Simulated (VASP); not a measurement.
# CuO (F-43m) in VASP: further runs, part 2 of 2

VASP 6.6.1.

## 3. Single point, r2SCAN+D3(BJ)

This run uses another cell than the first one, of 11.00 Å³/atom, 0.823 times its volume.

POSCAR reads:

```
CuO
1.0
    0.0000000000      2.2237477647      2.2237477647
    2.2237477647      0.0000000000      2.2237477647
    2.2237477647      2.2237477647      0.0000000000
Cu O
1 1
Direct
    0.0000000000      0.0000000000      0.0000000000
    0.2500000000      0.2500000000      0.2500000000
```

INCAR.step1 reads:

```
SYSTEM = CuO
  PREC = Accurate
  ENCUT = 520
  ISMEAR = -1
  SIGMA = 0.05
  LREAL = .FALSE.
  LASPH = .TRUE.
  NELM = 80
  NBANDS = 16
  GGA = PE
  ALGO = Normal
  EDIFF = 1E-4
  LWAVE = .TRUE.
  LCHARG = .FALSE.
```

INCAR.step2 reads:

```
SYSTEM = CuO
  PREC = Accurate
  ENCUT = 520
  EDIFF = 1E-7
  ISMEAR = -1
  SIGMA = 0.05
  LREAL = .FALSE.
  LASPH = .TRUE.
  NELM = 80
  ALGO = Normal
  ISIF = 2
  LWAVE = .FALSE.
  LCHARG = .TRUE.
  METAGGA = R2SCAN
  LMIXTAU = .TRUE.
  IVDW = 12
  VDW_S6 = 1.0
  VDW_S8 = 0.78981345
  VDW_A1 = 0.49484001
  VDW_A2 = 5.73083694
  LELF = .TRUE.
  LVHAR = .TRUE.
  NBANDS = 16
  ISTART = 1
```

KPOINTS reads:

```
Automatic mesh
0
G
  10 10 10
  0 0 0
```

Potentials or basis: VASP PAW PBE potentials, release 64 (Cu, O).

Started as:

```console
$ cat potpaw_PBE.64/Cu/POTCAR potpaw_PBE.64/O/POTCAR > POTCAR
$ cp INCAR.step1 INCAR
$ mpirun -np 1 vasp_std > vasp.out
$ cp INCAR.step2 INCAR
$ mpirun -np 1 vasp_std > vasp.out
```

OUTCAR:

```text
SYSTEM = CuO
   PREC = Accurate
   ENCUT = 520
   EDIFF = 1E-7
   ISMEAR = -1
   LREAL = .FALSE.
   LASPH = .TRUE.
   NELM = 80
   ISIF = 2
   METAGGA = R2SCAN
   IVDW = 12
   ISTART = 1
 IVDW          = 12

 ion  position               nearest neighbor table
   1  0.000  0.000  0.000-   2 1.93   2 1.93   2 1.93   2 1.93
   2  0.250  0.250  0.250-   1 1.93   1 1.93   1 1.93   1 1.93

  LATTYP: Found a face centered cubic cell.
 ALAT       =     4.4474955294

  Lattice vectors:

 A1 = (   0.0000000000,   2.2237477647,   2.2237477647)
 A2 = (   2.2237477647,   0.0000000000,   2.2237477647)
 A3 = (   2.2237477647,   2.2237477647,   0.0000000000)

Analysis of symmetry for initial positions (statically):
=====================================================================
 Subroutine PRICEL returns:
 Original cell was already a primitive cell.

 Routine SETGRP: Setting up the symmetry group for a
 face centered cubic supercell.

 Subroutine GETGRP returns: Found 24 space group operations
 (whereof 24 operations were pure point group operations)
 out of a pool of 48 trial point group operations.

The static configuration has the point symmetry T_d .

Analysis of symmetry for dynamics (positions and initial velocities):
=====================================================================
 Subroutine PRICEL returns:
 Original cell was already a primitive cell.

 Routine SETGRP: Setting up the symmetry group for a
 face centered cubic supercell.

 Subroutine GETGRP returns: Found 24 space group operations
 (whereof 24 operations were pure point group operations)
 out of a pool of 48 trial point group operations.

The dynamic configuration has the point symmetry T_d .

 Subroutine INISYM returns: Found 24 space group operations
 (whereof 24 operations are pure point group operations),
 and found     1 'primitive' translations

----------------------------------------------------------------------------------------

                                     Primitive cell

  volume of cell :      21.9931

  direct lattice vectors                    reciprocal lattice vectors
     0.000000000  2.223747765  2.223747765    -0.224845645  0.224845645  0.224845645
     2.223747765  0.000000000  2.223747765     0.224845645 -0.224845645  0.224845645
     2.223747765  2.223747765  0.000000000     0.224845645  0.224845645 -0.224845645

  length of vectors
     3.144854248  3.144854248  3.144854248     0.389444081  0.389444081  0.389444081

  position of ions in fractional coordinates (direct lattice)
     0.000000000  0.000000000  0.000000000
     0.250000000  0.250000000  0.250000000

  ion indices of the primitive-cell ions
   primitive index   ion index
                 1           1
                 2           2

----------------------------------------------------------------------------------------

 KPOINTS: Automatic mesh

Automatic generation of k-mesh.
 Grid dimensions read from file:
 generate k-points for:   10   10   10

 Generating k-lattice:

  Cartesian coordinates                     Fractional coordinates (reciprocal lattice)
    -0.022484564  0.022484564  0.022484564     0.100000000  0.000000000  0.000000000
     0.022484564 -0.022484564  0.022484564     0.000000000  0.100000000  0.000000000
     0.022484564  0.022484564 -0.022484564     0.000000000  0.000000000  0.100000000

  Length of vectors
     0.038944408  0.038944408  0.038944408

  Shift w.r.t. Gamma in fractional coordinates (k-lattice)
     0.000000000  0.000000000  0.000000000

 Subroutine IBZKPT returns following result:
 ===========================================

 Found     47 irreducible k-points:

 Following reciprocal coordinates:
            Coordinates               Weight
  0.000000  0.000000  0.000000      1.000000
  0.100000  0.000000  0.000000      8.000000
  0.200000  0.000000  0.000000      8.000000
  0.300000  0.000000  0.000000      8.000000
  0.400000  0.000000  0.000000      8.000000
  0.500000  0.000000  0.000000      4.000000
[... 16 lines left out ...]
  0.300000  0.300000  0.000000      6.000000
  0.400000  0.300000  0.000000     24.000000
 [... further k-points ...]
   k-points           NKPTS =     47   k-points in BZ     NKDIM =     47   number of bands    NBANDS=     16
   number of dos      NEDOS =    301   number of ions     NIONS =      2
   total plane-waves  NPLWV =  13824
   dimension x,y,z NGX =    24 NGY =   24 NGZ =   24
   dimension x,y,z NGXF=    48 NGYF=   48 NGZF=   48
   ions per type =               1   1
   NGX,Y,Z   is equivalent  to a cutoff of  12.69, 12.69, 12.69 a.u.
   NGXF,Y,Z  is equivalent  to a cutoff of  25.37, 25.37, 25.37 a.u.
 SYSTEM =  CuO
   PREC   = accura    normal or accurate (medium, high low for compatibility)
   ISTART =      1    job   : 0-new  1-cont  2-samecut
   ICHARG =      0    charge: 1-file 2-atom 10-const
   ISPIN  =      1    spin polarized calculation?
   LNONCOLLINEAR =      F non collinear calculations
   LSORBIT =      F    spin-orbit coupling
   LASPH  =      T    aspherical Exc in radial PAW
   ENCUT  =  520.0 eV  38.22 Ry    6.18 a.u.   5.85  5.85  5.85*2*pi/ulx,y,z
   NELM   =     80;   NELMIN=  2; NELMDL=  0     # of ELM steps
   EDIFF  = 0.1E-06   stopping-criterion for ELM
   LREAL  =      F    real-space projection
   EDIFFG = 0.1E-05   stopping-criterion for IOM
   NSW    =      0    number of steps for IOM
   IBRION =     -1    ionic relax: 0-MD 1-quasi-New 2-CG
   NFREE  =      0    steps in history (QN), initial steepest desc. (CG)
   ISIF   =      2    stress and relaxation
   ISYM   =      2    0-nonsym 1-usesym 2-fastsym
   POTIM  = 0.5000    time-step for ionic-motion
   TEBEG  =    0.0;   TEEND  =   0.0 temperature during run
   PSTRESS=    0.0 pullay stress
   NELECT =      17.0000    total number of electrons
   NUPDOWN=      -1.0000    fix difference up-down
   EMIN   =  10.00;   EMAX   =-10.00  energy-range for DOS
   EFERMI =   0.00;   METHOD = LEGACY
   ISMEAR =    -1;   SIGMA  =   0.05  broadening in eV -4-tet -1-fermi 0-gaus
   EFERMI_NEDOS =   21; number of points for ismear=-14 and -15
   IALGO  =     38    algorithm
   IMIX   =      4    mixing-type and parameters
     AMIX     =   0.40;   BMIX     =  1.00
     AMIX_MAG =   1.60;   BMIX_MAG =  1.00
  volume/ion in A,a.u.               =      11.00        74.21
  Fermi-wavevector in a.u.,A,eV,Ry     =   1.502435  2.839190 30.712569  2.257310
  Thomas-Fermi vector in A             =   2.613676
   LORBIT       =      0    0 simple, 1 ext, 2 COOP (PROOUT), +10 PAW based schemes
   METAGGA = R2SCAN    functional components
   LHFCALC =     F    Hartree Fock is set to
   AEXX    =    0.0000 exact exchange contribution
   IVDW    =    12    specifies the selected vdW correction
   LEPSILON=     F    determine dielectric tensor
   LRPA    =     F    only Hartree local field effects (RPA)
 non-spin polarized calculation
  energy-cutoff  :      520.00
  volume of cell :       21.99
 maximum number of plane-waves:       609
   NGX = 11   NGY = 11   NGZ = 11

 number of electron      16.9999992 magnetization

 Free energy of the ion-electron system (eV)
  ---------------------------------------------------
  ext. energy  EPLUGINS =         0.00000000
  ---------------------------------------------------
  free energy    TOTEN  =       -17.88093073 eV

  energy without entropy =      -17.86032059  energy(sigma->0) =      -17.87062566

 E-fermi :   4.3414     XC(G=0): -12.0334

 val. band max:        4.3225904807   @ k =   0.2000   0.2000   0.0000
 cond. band min:       4.3556180899   @ k =  -0.4000   0.1000   0.0000
 fundamental gap:      0.0330276092
 Fermi energy:         4.3414498737

 k-point     1 :       0.0000    0.0000    0.0000
  band No.  band energies     occupation
      1     -16.0485      2.00000
      2      -1.0727      2.00000
      3      -1.0726      2.00000
      4      -1.0726      2.00000
      5       2.0775      2.00000
      6       2.0775      2.00000
[... 8 lines left out ...]
     15      26.5584      0.00000
     16      26.5584      0.00000
[... 419 lines left out ...]
 k-point    24 :       0.4000    0.3000    0.0000
  band No.  band energies     occupation
      1     -15.3233      2.00000
      2      -2.1641      2.00000
      3      -0.5882      2.00000
      4      -0.5365      2.00000
      5       1.8130      2.00000
      6       2.2734      2.00000
[... 8 lines left out ...]
     15      29.4252      0.00000
     16      30.6487      0.00000

 [... further k-points ...]

------------------------ aborting loop because EDIFF is reached ----------------------------------------

 Edisp (eV)   -0.24600

 E8    (eV) :    -0.0723

  FORCE on cell =-STRESS in cart. coord.  units (eV):
  Direction    XX          YY          ZZ          XY          YZ          ZX
  --------------------------------------------------------------------------------------
  -------------------------------------------------------------------------------------
  Total       0.10314     0.10314     0.10314    -0.00000    -0.00000     0.00000
  in kB       7.51336     7.51336     7.51336    -0.00000    -0.00000     0.00000
  external pressure =        7.51 kB  Pullay stress =        0.00 kB

 VOLUME and BASIS-vectors are now :
 -----------------------------------------------------------------------------
  energy-cutoff  :      520.00
  volume of cell :       21.99
      direct lattice vectors                 reciprocal lattice vectors
     0.000000000  2.223747765  2.223747765    -0.224845645  0.224845645  0.224845645
     2.223747765  0.000000000  2.223747765     0.224845645 -0.224845645  0.224845645
     2.223747765  2.223747765  0.000000000     0.224845645  0.224845645 -0.224845645

 POSITION                                       TOTAL-FORCE (eV/Angst)
 -----------------------------------------------------------------------------------
      0.00000      0.00000      0.00000        -0.000000     -0.000000     -0.000000
      1.11187      1.11187      1.11187         0.000000      0.000000      0.000000
 -----------------------------------------------------------------------------------
    total drift:                               -0.000006     -0.000006     -0.000006

  FREE ENERGIE OF THE ION-ELECTRON SYSTEM (eV)
  ---------------------------------------------------
  free  energy   TOTEN  =       -18.1269340702 eV

  energy  without entropy=      -18.1063239292  energy(sigma->0) =      -18.11662900
```

It took 52 s on 1 thread of AMD EPYC 9R45 (Zen 5), shared host; peak memory 0.13 GiB.

What came out:

- Free energy: -18.1269 eV
- Pressure: 0.8 GPa
- Dispersion energy per atom: -0.123 eV

Caveat: the PAW data sets were made with another functional, which shifts forces and pressure a little; an odd number of electrons without spin polarisation forces a metal; a magnetic or distorted state may lie lower; semilocal functionals often make such compounds metallic where correlation or magnetic order opens a gap, which also shifts bond lengths; pairwise dispersion overbinds metals, which lowers pressure and volume.
